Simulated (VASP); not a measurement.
**ZnCd2O3: single point with PBE**

ZnCd2O3:

```
Zn Cd O
1.0
     3.48343    0.00000    0.00000
    -1.74172    3.01674    0.00000
     0.00000    0.00000    8.72212
Zn Cd O
1 2 3
Direct
  0.00000 0.00000 0.33459
  0.33333 0.66667 0.01422
  0.66667 0.33333 0.66007
  0.66667 0.33333 0.91230
  0.00000 0.00000 0.55969
  0.33333 0.66667 0.26913
```

- Program: VASP 6.6.1
- Task: single point
- Functional: PBE
- Potentials or basis: VASP PAW PBE potentials, release 64 (Zn, Cd, O)
- Cutoff: 520 eV
- k mesh: 6 × 6 × 2
- Occupations: gaussian, width 0.1 eV
- Spin: collinear spin, ferromagnetic start
- Starting moments: [0.0, 0.0, 0.0, 1.0, 1.0, 1.0] μB
- Dipole correction: no
- Further INCAR settings: ALGO = Normal; EDIFF = 1e-06; NBANDS = 40

The pressure is 1.1 GPa, the largest force is 0.042 eV/Å and the band gap on the k mesh is zero (filled and empty bands touch). The net moment is 0.00 μB per cell and the valence electrons inside the program's atomic spheres are Zn 10.69; Cd 10.30; O 4.94, 4.96, 4.92.

Forces in eV/Å, atoms in the order of the input:
```
Zn   0.000  0.000 -0.042
Cd   0.000  0.000  0.028
Cd   0.000  0.000  0.030
O    0.000  0.000 -0.029
O    0.000  0.000 -0.030
O    0.000  0.000  0.042
```

Stress tensor (GPa, compression positive):
```
1.08 0.00 0.00
0.00 1.08 0.00
0.00 0.00 1.20
```

Levels at points of the mesh, in eV from the Fermi level:
Spin up:
```
           k point  band 24  band 25  band 26  band 27  band 28  band 29  band 30  band 31
(0.00, 0.00, 0.00)    -0.46    -0.22    -0.07    -0.03    -0.03     3.10     3.39     7.46
(0.50, 0.00, 0.00)    -1.48    -1.24    -1.00    -0.76     4.56     4.81     5.32     6.62
(0.00, 0.00, 0.50)    -0.29    -0.29    -0.12    -0.12     1.30     1.54     4.48     6.58
(0.50, 0.00, 0.50)    -1.74    -1.32    -0.78    -0.59     4.33     4.77     5.42     6.65
```
Spin down:
```
           k point  band 25  band 26  band 27  band 28  band 29  band 30
(0.00, 0.00, 0.00)    -0.22    -0.07    -0.03    -0.03     3.10     3.39
(0.50, 0.00, 0.00)    -1.24    -1.00    -0.76     4.56     4.81     5.32
(0.00, 0.00, 0.50)    -0.29    -0.12    -0.12     1.30     1.54     4.48
(0.50, 0.00, 0.50)    -1.32    -0.78    -0.59     4.33     4.77     5.42
```

Run time: 2.2 min on 1 thread of Intel(R) Xeon(R) Platinum 8488C (Sapphire Rapids) (shared host), peak memory 0.3 GiB.

Caveat: the k points lie up to 0.36 Å⁻¹ apart; semilocal functionals underestimate gaps, and a narrow one can read as zero.
